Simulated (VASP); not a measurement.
# Cu (P6_3/mmc) in VASP: further runs, part 2 of 2

VASP 6.6.1.

### Step 3. Single point, r2SCAN

This run uses another cell than the first one, of 10.75 Å³/atom, 0.959 times its volume.

The input, POSCAR:

```
Cu
1.0
    2.4823658959      0.0000000000      0.0000000000
   -1.2411829479      2.1497919273      0.0000000000
    0.0000000000      0.0000000000      4.0286174227
Cu
2
Direct
    0.6666666667      0.3333333333      0.7500000000
    0.3333333333      0.6666666667      0.2500000000
```

The input, INCAR.step1:

```
SYSTEM = Cu
PREC = Accurate
ENCUT = 770
ISMEAR = -1
SIGMA = 0.05
LREAL = .FALSE.
LASPH = .TRUE.
NELM = 120
NBANDS = 26
GGA = PE
ALGO = Normal
EDIFF = 1E-5
LWAVE = .TRUE.
LCHARG = .FALSE.
GGA_COMPAT = .FALSE.
```

The input, INCAR.step2:

```
SYSTEM = Cu
PREC = Accurate
ENCUT = 770
EDIFF = 1E-6
ISMEAR = -1
SIGMA = 0.05
LREAL = .FALSE.
LASPH = .TRUE.
NELM = 120
ALGO = Normal
ISIF = 2
LWAVE = .FALSE.
LCHARG = .TRUE.
METAGGA = R2SCAN
LMIXTAU = .TRUE.
LELF = .TRUE.
LVHAR = .TRUE.
NBANDS = 26
ISTART = 1
GGA_COMPAT = .FALSE.
```

The input, KPOINTS:

```
regular mesh
0
G
  12 12 7
  0 0 0
```

Potentials or basis: VASP PAW PBE potentials, release 64 (Cu_sv_GW).

Started as:

```sh
$ cat potpaw_PBE.64/Cu_sv_GW/POTCAR > POTCAR
$ cp INCAR.step1 INCAR
$ mpirun -np 1 vasp_std > vasp.out
$ cp INCAR.step2 INCAR
$ mpirun -np 1 vasp_std > vasp.out
```

It took 3.6 min on 1 thread of Intel Xeon Platinum 8375C at 2.90GHz (Ice Lake), shared host; peak memory 0.22 GiB.

It converged, with:

```yaml
Free_energy: -21.7278 eV
Pressure: 7.9 GPa
Band_gap_on_the_k_mesh: zero (band 19 reaches 12.92 eV, above the bottom of band 20 at 6.51 eV)
```

Stress tensor (GPa, compression positive):
```
7.80 0.00 0.00
0.00 7.80 0.00
0.00 0.00 8.18
```

Levels at points of the mesh, in eV from the Fermi level:
```
           k point  band 16  band 17  band 18  band 19  band 20  band 21  band 22  band 23
(0.00, 0.00, 0.00)    -2.75    -2.75    -1.85    -1.85    -1.30     4.63    22.89    24.12
(0.50, 0.00, 0.00)    -1.74    -1.68    -1.63     0.00     1.86     8.60     9.23    11.69
```

Caveat: the PAW data sets were made with another functional, which shifts forces and pressure a little.

### Step 4. Single point, PBEsol

This run uses another cell than the first one, of 11.33 Å³/atom, 1.011 times its volume.

The input, INCAR:

```
SYSTEM = Cu
PREC = Accurate
ENCUT = 520
EDIFF = 1E-7
ISMEAR = -1
SIGMA = 0.05
LREAL = .FALSE.
LASPH = .TRUE.
NELM = 60
ALGO = Normal
ISIF = 2
LWAVE = .FALSE.
LCHARG = .FALSE.
GGA = PS
NBANDS = 18
```

KPOINTS is that of step 3.

The input, POSCAR:

```
Cu
1.0
    2.5243584464      0.0000000000      0.0000000000
   -1.2621792232      2.1861585429      0.0000000000
    0.0000000000      0.0000000000      4.1076374583
Cu
2
Direct
    0.6666666667      0.3333333333      0.7500000000
    0.3333333333      0.6666666667      0.2500000000
```

Potentials or basis: VASP PAW PBE potentials, release 64 (Cu).

Started as:

```sh
$ cat potpaw_PBE.64/Cu/POTCAR > POTCAR
$ mpirun -np 1 vasp_std > vasp.out
```

OUTCAR:

```text
SYSTEM = Cu
   PREC = Accurate
   ENCUT = 520
   EDIFF = 1E-7
   ISMEAR = -1
   LREAL = .FALSE.
   LASPH = .TRUE.
   NELM = 60
   ISIF = 2
   GGA = PS

 ion  position               nearest neighbor table
   1  0.667  0.333  0.750-   2 2.52   2 2.52   2 2.52   2 2.52   2 2.52   2 2.52
   2  0.333  0.667  0.250-   1 2.52   1 2.52   1 2.52   1 2.52   1 2.52   1 2.52

  LATTYP: Found a hexagonal cell.
 ALAT       =     2.5243584464
 C/A-ratio  =     1.6272005523

  Lattice vectors:

 A1 = (   2.5243584464,   0.0000000000,   0.0000000000)
 A2 = (  -1.2621792232,   2.1861585429,   0.0000000000)
 A3 = (   0.0000000000,   0.0000000000,   4.1076374583)

Analysis of symmetry for initial positions (statically):
=====================================================================
 Subroutine PRICEL returns:
 Original cell was already a primitive cell.

 Routine SETGRP: Setting up the symmetry group for a
 hexagonal supercell.

 Subroutine GETGRP returns: Found 24 space group operations
[... 154 lines left out ...]
 NGX is ok and might be reduce to    20
   NGX =  9   NGY =  9   NGZ = 15

 number of electron      21.9999980 magnetization

 Free energy of the ion-electron system (eV)
  ---------------------------------------------------
  ext. energy  EPLUGINS =         0.00000000
  ---------------------------------------------------
  free energy    TOTEN  =        -8.58699370 eV

  energy without entropy =       -8.57905653  energy(sigma->0) =       -8.58302512

 E-fermi :   7.8679     XC(G=0): -13.1492

 val. band max:        7.8532608198   @ k =   0.3333   0.1667   0.2857
 cond. band min:       7.8980716187   @ k =   0.5000   0.0000   0.0000
 fundamental gap:      0.0448107989
 Fermi energy:         7.8678561200

 k-point     1 :       0.0000    0.0000    0.0000
  band No.  band energies     occupation
      1      -1.7884      2.00000
      2       2.5964      2.00000
      3       4.7743      2.00000
      4       4.8296      2.00000
      5       4.8296      2.00000
      6       5.0554      2.00000
[... 481 lines left out ...]
      5       4.8226      2.00000
      6       4.9151      2.00000
[... 10 lines left out ...]
     17      25.6832      0.00000
     18      28.0602      0.00000

 [... further k-points ...]
[... 5 lines left out ...]
  --------------------------------------------------------------------------------------
  -------------------------------------------------------------------------------------
  Total        0.1071980      0.1071980      0.1001409      0.0000000     -0.0000000      0.0000000
  in kB        7.5765658      7.5765658      7.0777852      0.0000000     -0.0000000      0.0000000
  external PRESSURE =       7.4103056 kB  Pullay stress =       0.0000000 kB

 VOLUME and BASIS-vectors are now :
 -----------------------------------------------------------------------------
  energy-cutoff  :      520.00
  volume of cell :       22.67
      direct lattice vectors                 reciprocal lattice vectors
     2.524358446  0.000000000  0.000000000     0.396140256  0.228711683  0.000000000
    -1.262179223  2.186158543  0.000000000     0.000000000  0.457423366  0.000000000
     0.000000000  0.000000000  4.107637458     0.000000000  0.000000000  0.243448944

 POSITION                                       TOTAL-FORCE (eV/Angst)
 -----------------------------------------------------------------------------------
      1.26218      0.72872      3.08073        -0.000000      0.000000      0.000000
     -0.00000      1.45744      1.02691         0.000000     -0.000000      0.000000
 -----------------------------------------------------------------------------------
    total drift:                               -0.000000      0.000000     -0.000000

  FREE ENERGIE OF THE ION-ELECTRON SYSTEM (eV)
  ---------------------------------------------------
  free  energy   TOTEN  =        -8.5869937040 eV

  energy  without entropy=       -8.5790565275  energy(sigma->0) =       -8.58302512
```

Run time: 39 s. Hardware: 1 thread of Intel Xeon 8259CL, shared host; peak memory 0.15 GiB.

Results:

```yaml
Free_energy: -8.5870 eV
Pressure: 0.7 GPa
Band_gap_on_the_k_mesh: zero (band 11 reaches 11.97 eV, above the bottom of band 12 at 5.99 eV)
```

Caveat: the PAW data sets were made with another functional, which shifts forces and pressure a little.

### Step 5. Single point, RPBE

This run uses another cell than the first one, of 11.44 Å³/atom, 1.020 times its volume.

The input, INCAR:

```
ALGO     = Normal         # electronic algorithm
EDIFF    = 1E-6           # SCF threshold, eV
ENCUT    = 520            # plane-wave cutoff, eV
GGA      = RP             # functional
ISIF     = 2              # what is computed and relaxed
ISMEAR   = -1             # smearing method
LASPH    = T              # aspherical terms in the spheres
LCHARG   = F              # write CHGCAR
LREAL    = F              # projectors in reciprocal space
LWAVE    = F              # write WAVECAR
NBANDS   = 18             # bands
NELM     = 60             # most SCF steps
PREC     = Accurate       # precision mode
SIGMA    = 0.05           # smearing width, eV
```

The input, KPOINTS:

```
k-points
0
Gamma
  12 12 7
```

The input, POSCAR:

```
Cu
1.0
    2.5340966698      0.0000000000      0.0000000000
   -1.2670483349      2.1945920917      0.0000000000
    0.0000000000      0.0000000000      4.1125710000
Cu
2
Direct
    0.6666666667      0.3333333333      0.7500000000
    0.3333333333      0.6666666667      0.2500000000
```

Started as:

```sh
$ cat potpaw_PBE.64/Cu/POTCAR > POTCAR
$ mpirun -np 1 vasp_std > vasp.out
```

Wall time 38 s (1 thread of Intel Xeon 8259CL, shared host); peak memory 0.15 GiB.

It converged, with:

```yaml
Free_energy: -6.4063 eV
Pressure: 13.1 GPa
Band_gap_on_the_k_mesh: zero (band 11 reaches 12.19 eV, above the bottom of band 12 at 6.22 eV)
```

Stress tensor (GPa, compression positive):
```
12.96  0.00  0.00
 0.00 12.96  0.00
 0.00  0.00 13.36
```

Levels at points of the mesh, in eV from the Fermi level:
| k point | band 7 | band 8 | band 9 | band 10 | band 11 | band 12 | band 13 | band 14 | band 15 | band 16 |
| --- | --- | --- | --- | --- | --- | --- | --- | --- | --- | --- |
| (0.00, 0.00, 0.00) | -2.80 | -2.53 | -2.53 | -1.73 | -1.73 | -1.01 | 4.07 | 21.51 | 22.20 | 22.20 |
| (0.50, 0.00, 0.00) | -2.76 | -1.64 | -1.58 | -1.53 | 0.02 | 1.65 | 7.98 | 8.44 | 10.90 | 11.43 |

Caveat: the PAW data sets were made with another functional, which shifts forces and pressure a little.

### Step 6. Single point, revPBE

This run uses another cell than the first one, of 11.44 Å³/atom, 1.020 times its volume.

The input, INCAR:

```
SYSTEM = Cu
ALGO = Fast
EDIFF = 1E-6
ENCUT = 520
GGA = RE
ISIF = 2
ISMEAR = -1
LASPH = .TRUE.
LCHARG = .FALSE.
LREAL = .FALSE.
LWAVE = .FALSE.
NBANDS = 18
NELM = 80
PREC = Accurate
SIGMA = 0.05
```

The input, KPOINTS:

```
k-points
0
G
  12 12 7
  0 0 0
```

POSCAR is that of step 5.

Potentials or basis: VASP PAW PBE potentials, release 64 (Cu).

Started as:

```sh
$ cat potpaw_PBE.64/Cu/POTCAR > POTCAR
$ mpirun -np 1 vasp_std > vasp.out
```

Run time: 57 s. Hardware: 1 thread of Intel Xeon 8259CL, shared host; peak memory 0.15 GiB.

Results (log left out):

| Quantity | Value |
| --- | --- |
| Free energy | -6.6145 eV |
| Pressure | 12.2 GPa |
| Band gap on the k mesh | zero (band 11 reaches 12.15 eV, above the bottom of band 12 at 6.18 eV) |

Stress tensor (GPa, compression positive):
```
12.10  0.00  0.00
 0.00 12.10  0.00
 0.00  0.00 12.48
```

Levels at points of the mesh, in eV from the Fermi level:
```csv
k point,band 8,band 9,band 10,band 11,band 12,band 13,band 14,band 15
"(0.00, 0.00, 0.00)",-2.53,-2.53,-1.73,-1.73,-1.01,4.07,21.52,22.18
"(0.50, 0.00, 0.00)",-1.64,-1.58,-1.53,0.02,1.65,7.98,8.43,10.91
```

Caveat: the PAW data sets were made with another functional, which shifts forces and pressure a little.

### Step 7. Overview

| level | potentials or basis | cell | cutoff (eV) | second run | gap on the mesh (eV) | pressure (GPa) |
| --- | --- | --- | --- | --- | --- | --- |
| r2SCAN | VASP PAW PBE potentials, release 64 (Cu_sv_GW) | a = 2.517, b = 2.517, c = 4.085 Å, angles 90.0, 90.0, 120.0°, 2 atoms | 770 | valence_matched | none | 0.1 |
| r2SCAN | VASP PAW PBE potentials, release 64 (Cu_sv_GW) | a = 2.482, b = 2.482, c = 4.029 Å, angles 90.0, 90.0, 120.0°, 2 atoms | 770 | valence_matched | none | 7.9 |
| PBEsol | VASP PAW PBE potentials, release 64 (Cu) | a = 2.524, b = 2.524, c = 4.108 Å, angles 90.0, 90.0, 120.0°, 2 atoms | 520 | - | none | 0.7 |
| RPBE | VASP PAW PBE potentials, release 64 (Cu) | a = 2.534, b = 2.534, c = 4.113 Å, angles 90.0, 90.0, 120.0°, 2 atoms | 520 | - | none | 13.1 |
| revPBE | VASP PAW PBE potentials, release 64 (Cu) | a = 2.534, b = 2.534, c = 4.113 Å, angles 90.0, 90.0, 120.0°, 2 atoms | 520 | - | none | 12.2 |

Alike in all rows: task single point; no spin polarisation; k mesh 12 × 12 × 7; smearing fermi-dirac 0.05 eV.

Caveats: the PAW data sets were made with another functional, which shifts forces and pressure a little.

Absolute energies hang on the potentials; compare differences alone.
